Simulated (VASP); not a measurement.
Wanted: the native input for a VASP 6.6.1 run.

| Item | Value |
| --- | --- |
| Task | single point |
| Functional | r2SCAN |
| Potentials or basis | VASP PAW PBE potentials, release 64 (Bi_d) |
| Cutoff | 520 eV |
| k mesh | 9 × 9 × 9 |
| Occupations | fermi-dirac, width 0.05 eV |
| Spin | no spin polarisation |
| Dipole correction | no |
| Further INCAR settings | ALGO = Normal; EDIFF = 1e-06; NBANDS = 14 |

The system is Bi.

```xyz
1
Lattice="-1.9826 1.9826 1.9826 1.9826 -1.9826 1.9826 1.9826 1.9826 -1.9826" Properties=species:S:1:pos:R:3 pbc="T T T"
Bi    0.0000    0.0000    0.0000
```

One way to write it, as run:

POSCAR

```
Bi
1.0
   -1.9826301978      1.9826301978      1.9826301978
    1.9826301978     -1.9826301978      1.9826301978
    1.9826301978      1.9826301978     -1.9826301978
Bi
1
Direct
    0.0000000000      0.0000000000      0.0000000000
```

INCAR.step1

```
SYSTEM = Bi
ALGO = Normal
EDIFF = 1E-4
ENCUT = 520
GGA = PE
ISMEAR = -1
LASPH = .True.
LCHARG = .False.
LREAL = .False.
LWAVE = .True.
NBANDS = 14
NELM = 60
PREC = Accurate
SIGMA = 0.05
```

INCAR.step2

```
SYSTEM = Bi
ALGO = Normal
EDIFF = 1E-6
ENCUT = 520
ISIF = 2
ISMEAR = -1
ISTART = 1
LASPH = .True.
LCHARG = .False.
LMIXTAU = .True.
LREAL = .False.
LWAVE = .False.
METAGGA = R2SCAN
NBANDS = 14
NELM = 60
PREC = Accurate
SIGMA = 0.05
```

KPOINTS

```
k-points
0
Gamma
  9 9 9
  0 0 0
```

Potentials or basis: VASP PAW PBE potentials, release 64 (Bi_d).

The run is started by

```sh
$ cat potpaw_PBE.64/Bi_d/POTCAR > POTCAR
$ cp INCAR.step1 INCAR
$ mpirun -np 1 vasp_std > vasp.out
$ cp INCAR.step2 INCAR
$ mpirun -np 1 vasp_std > vasp.out
```

Results of the run:

The pressure is -0.1 GPa.

Caveat: the PAW data sets were made with another functional, which shifts forces and pressure a little.

It took 37 s on 1 thread of AMD EPYC 9R45 96-Core Processor (Zen 5), with other jobs on the host, peak memory 0.14 GiB.
